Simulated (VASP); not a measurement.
# CuI (F-43m) in VASP: further runs, part 2 of 2

VASP 6.6.1. The steps go on from the part before.

### Step 4. Relaxation of cell and atoms, HSE06

POSCAR

```
CuI
1.0
    0.0000000000      3.0315000000      3.0315000000
    3.0315000000      0.0000000000      3.0315000000
    3.0315000000      3.0315000000      0.0000000000
I Cu
1 1
Direct
    0.0000000000      0.0000000000      0.0000000000
    0.7500000000      0.7500000000      0.7500000000
```

INCAR.step1

```
ALGO = Normal
EDIFF = 1E-5
ENCUT = 600
GGA = PE
ISMEAR = -1
LASPH = T
LCHARG = F
LREAL = F
LWAVE = T
NBANDS = 16
NELM = 60
PREC = Accurate
SIGMA = 0.05
```

INCAR.step2

```
ALGO = Normal
EDIFF = 1E-6
EDIFFG = -0.01
ENCUT = 600
GGA = PE
HFSCREEN = 0.2079
IBRION = 2
ISIF = 3
ISMEAR = -1
ISTART = 1
LASPH = T
LCHARG = F
LHFCALC = T
LREAL = F
LWAVE = F
NELM = 60
NSW = 60
PREC = Accurate
PRECFOCK = Normal
SIGMA = 0.05
```

KPOINTS

```
k-points
0
Gamma
  4 4 4
```

Potentials or basis: VASP PAW PBE potentials, release 64 (I, Cu).

Launch:

```sh
$ cat potpaw_PBE.64/I/POTCAR potpaw_PBE.64/Cu/POTCAR > POTCAR
$ cp INCAR.step1 INCAR
$ mpirun -np 1 vasp_std > vasp.out
$ cp INCAR.step2 INCAR
$ mpirun -np 1 vasp_std > vasp.out
```

OUTCAR:

```text
EDIFF = 1E-6
   EDIFFG = -0.01
   ENCUT = 600
   GGA = PE
   HFSCREEN = 0.2079
   IBRION = 2
   ISIF = 3
   ISMEAR = -1
   ISTART = 1
   LASPH = T
   LHFCALC = T
   LREAL = F
   NELM = 60
   NSW = 60
   PREC = Accurate
   PRECFOCK = Normal

 ion  position               nearest neighbor table
   1  0.000  0.000  0.000-   2 2.63   2 2.63   2 2.63   2 2.63
   2  0.750  0.750  0.750-   1 2.63   1 2.63   1 2.63   1 2.63

  LATTYP: Found a face centered cubic cell.
 ALAT       =     6.0630000000

  Lattice vectors:

 A1 = (   0.0000000000,   3.0315000000,   3.0315000000)
 A2 = (   3.0315000000,   0.0000000000,   3.0315000000)
 A3 = (   3.0315000000,   3.0315000000,   0.0000000000)

Analysis of symmetry for initial positions (statically):
=====================================================================
 Subroutine PRICEL returns:
 Original cell was already a primitive cell.

 Routine SETGRP: Setting up the symmetry group for a
 face centered cubic supercell.

[... 146 lines left out ...]
  NGX = 28; NGY = 28; NGZ = 28

--------------------------------------- Ionic step        1  -------------------------------------------

 number of electron      18.0000006 magnetization

 Free energy of the ion-electron system (eV)
  ---------------------------------------------------
  ext. energy  EPLUGINS =         0.00000000
  ---------------------------------------------------
  free energy    TOTEN  =        -6.43601025 eV

  energy without entropy =       -6.43601025  energy(sigma->0) =       -6.43601025

------------------------ aborting loop because EDIFF is reached ----------------------------------------

  FORCE on cell =-STRESS in cart. coord.  units (eV):
  Direction    XX          YY          ZZ          XY          YZ          ZX
  --------------------------------------------------------------------------------------
  -------------------------------------------------------------------------------------
  Total        0.2236343      0.2236343      0.2236343     -0.0000000     -0.0000000     -0.0000000
  in kB        6.4305223      6.4305223      6.4305223     -0.0000000     -0.0000000     -0.0000000
  external PRESSURE =       6.4305223 kB  Pullay stress =       0.0000000 kB
[... 59 lines left out ...]
--------------------------------------- Ionic step        3  -------------------------------------------

 number of electron      18.0000010 magnetization

 Free energy of the ion-electron system (eV)
  ---------------------------------------------------
  ext. energy  EPLUGINS =         0.00000000
  ---------------------------------------------------
  free energy    TOTEN  =        -6.43840833 eV

  energy without entropy =       -6.43840833  energy(sigma->0) =       -6.43840833

 E-fermi :   4.3901     XC(G=0):  -7.3464

 val. band max:        3.2830395933   @ k =   0.0000   0.0000   0.0000
 cond. band min:       5.8408010429   @ k =   0.0000   0.0000   0.0000
 fundamental gap:      2.5577614496
 Fermi energy:         4.3900989110

 k-point     1 :       0.0000    0.0000    0.0000
  band No.  band energies     occupation
      1     -11.3426      2.00000
      2      -0.6031      2.00000
      3      -0.6031      2.00000
      4      -0.6031      2.00000
      5       0.8842      2.00000
      6       0.8842      2.00000
      7       3.2830      2.00000
      8       3.2830      2.00000
      9       3.2830      2.00000
     10       5.8408      0.00000
     11       9.6153      0.00000
     12       9.6153      0.00000
     13       9.6153      0.00000
[... 139 lines left out ...]
  FREE ENERGIE OF THE ION-ELECTRON SYSTEM (eV)
  ---------------------------------------------------
  free  energy   TOTEN  =        -6.4384083290 eV

  energy  without entropy=       -6.4384083289  energy(sigma->0) =       -6.43840833

 reached required accuracy - stopping structural energy minimisation
```

OUTCAR.step1:

```text
EDIFF = 1E-5
   ENCUT = 600
   GGA = PE
   ISMEAR = -1
   LASPH = T
   LREAL = F
[... 352 lines left out ...]
 -----------------------------------------------------------------------------------
      0.00000      0.00000      0.00000         0.000000      0.000000      0.000000
      4.54725      4.54725      4.54725        -0.000000     -0.000000     -0.000000
 -----------------------------------------------------------------------------------
    total drift:                               -0.000001     -0.000001     -0.000001

  FREE ENERGIE OF THE ION-ELECTRON SYSTEM (eV)
  ---------------------------------------------------
  free  energy   TOTEN  =        -5.5280469547 eV

  energy  without entropy=       -5.5280462097  energy(sigma->0) =       -5.52804658
```

OSZICAR.step1:

```text
N       E                     dE             d eps       ncg     rms          rms(c)
DAV:   1     0.968970145781E+02    0.96897E+02   -0.78031E+03   256   0.129E+03
DAV:   2     0.393522703490E+00   -0.96503E+02   -0.88586E+02   280   0.246E+02
DAV:   3    -0.555725999169E+01   -0.59508E+01   -0.58779E+01   320   0.624E+01
DAV:   4    -0.573302326936E+01   -0.17576E+00   -0.17568E+00   328   0.999E+00
DAV:   5    -0.574286171441E+01   -0.98384E-02   -0.98382E-02   384   0.275E+00    0.498E+00
DAV:   6    -0.566652342897E+01    0.76338E-01   -0.26138E+00   256   0.438E+01    0.334E+00
DAV:   7    -0.552838543083E+01    0.13814E+00   -0.62389E-01   288   0.259E+01    0.164E+00
DAV:   8    -0.553004676492E+01   -0.16613E-02   -0.36919E-02   416   0.268E+00    0.416E-01
DAV:   9    -0.552782887794E+01    0.22179E-02   -0.89043E-03   304   0.279E+00    0.123E-01
DAV:  10    -0.552804415563E+01   -0.21528E-03   -0.67115E-04   288   0.167E-01    0.340E-02
DAV:  11    -0.552804676157E+01   -0.26059E-05   -0.10394E-04   336   0.284E-01    0.265E-02
DAV:  12    -0.552804695465E+01   -0.19309E-06   -0.58392E-06   208   0.324E-02
   1 F= -.55280470E+01 E0= -.55280466E+01  d E =-.744980E-06
```

It took 23 min on 1 thread of Intel Xeon Platinum 8488C (Sapphire Rapids), shared host; peak memory 0.33 GiB.

Results:

| Property | Result |
| --- | --- |
| Free energy | -6.4384 eV |
| Relaxed volume | 28.35 Å³/atom |
| Relaxed cell | a = 4.312 Å, b = 4.312 Å, c = 4.312 Å, α = 60.00°, β = 60.00°, γ = 60.00° |
| Space group after relaxing (to 0.1 Å) | F-43m (No. 216) |
| Energy gained by relaxing | 1.2 meV/atom |
| Ionic steps | 3 |
| Pressure after relaxing | 0.0 GPa |
| Band gap on the k mesh | 2.56 eV |

The path:
```
step  energy change (eV)  largest force (eV/Å)  pressure (GPa)  volume (Å³)
   1              0.0000                0.0000            0.64        55.72
   2             -0.0024                0.0000            0.07        56.63
   3             -0.0024                0.0000            0.00        56.70
```

Final structure:
```
CELL_PARAMETERS angstrom
0.00000 3.04912 3.04912
3.04912 0.00000 3.04912
3.04912 3.04912 0.00000
ATOMIC_POSITIONS crystal
I 0.00000 0.00000 0.00000
Cu 0.75000 0.75000 0.75000
```

Caveat: the k points lie up to 0.45 Å⁻¹ apart in the final cell; the PAW data sets were made with another functional, which shifts forces and pressure a little; spin-orbit coupling is left out, which moves the levels of the heavy elements. Zero-point motion and thermal expansion aren't in these numbers.

### Step 5. Single point, PBEsol, non-collinear spin, zero start, spin-orbit coupling

This run uses another cell than the first one, of 29.53 Å³/atom.

INCAR

```
SYSTEM = CuI
ALGO = Normal
EDIFF = 1E-7
ENCUT = 520
GGA = PS
GGA_COMPAT = .FALSE.
ISIF = 2
ISMEAR = -1
LASPH = .TRUE.
LCHARG = .TRUE.
LMAXMIX = 4
LORBIT = 11
LORBMOM = .TRUE.
LREAL = .FALSE.
LSORBIT = .TRUE.
LVHAR = .TRUE.
LWAVE = .FALSE.
MAGMOM = 0 0 0 0 0 0
NBANDS = 30
NELM = 150
PREC = Accurate
SIGMA = 0.05
```

KPOINTS

```
k-points
0
G
  8 8 8
  0 0 0
```

POSCAR

```
CuI
1.0
    0.0000000000      3.0909562712      3.0909562712
    3.0909562712      0.0000000000      3.0909562712
    3.0909562712      3.0909562712      0.0000000000
I Cu
1 1
Direct
    0.0000000000      0.0000000000      0.0000000000
    0.7500000000      0.7500000000      0.7500000000
```

Launch:

```sh
$ cat potpaw_PBE.64/I/POTCAR potpaw_PBE.64/Cu/POTCAR > POTCAR
$ mpirun -np 1 vasp_ncl > vasp.out
```

It took 4.7 min on 1 thread of Oxide Virtual Turin-like, shared host; peak memory 0.41 GiB.

Results (log left out):

| Property | Result |
| --- | --- |
| Free energy | -6.3564 eV |
| Pressure | -4.2 GPa |
| Net moment | 0.00 μB per cell |
| Valence electrons inside the program's atomic spheres | I 4.26; Cu 9.88 |

Moments on the atoms (μB; x, y, z):
```
I   0.00 0.00 0.00
Cu  0.00 0.00 0.00
```

Caveat: the cell stands under tension; the PAW data sets were made with another functional, which shifts forces and pressure a little.

### Step 6. Summary

```csv
task,level,spin,cell,k mesh,cutoff (eV),smearing,grid for exact exchange (PRECFOCK),share of exact exchange,screening parameter,gap on the mesh (eV),pressure (GPa)
single point,PBEsol,off,"a = 4.287 Å, angles 60.0°, 2 atoms",6 × 6 × 6,520,fermi-dirac 0.1 eV,-,-,-,1.03,-2.5
single point,B3LYP,off,"a = 4.412 Å, angles 60.0°, 2 atoms",4 × 4 × 4,520,fermi-dirac 0.05 eV,Normal,0.2,-,2.77,-0.1
relaxation of cell and atoms,HSE06,off,"relaxed from a = 4.287 Å, angles 60.0°, 2 atoms",4 × 4 × 4,600,fermi-dirac 0.05 eV,Normal,0.25,0.2079 1/Å,2.56,0.0
single point,PBEsol,"non-collinear, zero start, SOC","a = 4.371 Å, angles 60.0°, 2 atoms",8 × 8 × 8,520,fermi-dirac 0.05 eV,-,-,-,-,-4.2
```

Alike in all rows: potentials or basis VASP PAW PBE potentials, release 64 (I, Cu).

Caveats: some runs use coarse meshes; the PAW data sets were made with another functional, which shifts forces and pressure a little; spin-orbit coupling is left out, which moves the levels of the heavy elements (at least some runs); the cell stands under tension (at least some runs).

Absolute energies hang on the potentials; compare differences alone.
